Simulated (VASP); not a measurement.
A run of VASP 6.6.1 is set up as follows.

File INCAR:

```
ALGO     = Fast           # electronic algorithm
EDIFF    = 1E-6           # SCF threshold, eV
ENCUT    = 520            # plane-wave cutoff, eV
GGA      = PE             # functional
ISIF     = 2              # what is computed and relaxed
ISMEAR   = 0              # smearing method
LASPH    = T              # aspherical terms in the spheres
LCHARG   = T              # write CHGCAR
LELF     = T              # ELF
LREAL    = F              # projectors in reciprocal space
LVHAR    = T            
LWAVE    = F              # write WAVECAR
NBANDS   = 12             # bands
NELM     = 60             # most SCF steps
PREC     = Accurate       # precision mode
SIGMA    = 0.15           # smearing width, eV
```

Contents of KPOINTS:

```
k-points
0
Gamma
  24 24 24
```

The input POSCAR:

```
Cu
1.0
   -1.4835682232      1.4835682232      1.5081954557
    1.4835682232     -1.4835682232      1.5081954557
    1.4835682232      1.4835682232     -1.5081954557
Cu
1
Direct
    0.0000000000      0.0000000000      0.0000000000
```

Potentials or basis: VASP PAW PBE potentials, release 64 (Cu).

Launch:

```console
$ cat potpaw_PBE.64/Cu/POTCAR > POTCAR
$ mpirun -np 1 vasp_std > vasp.out
```

(1) Predict the pressure.

Answers

(1) -10.2 GPa.
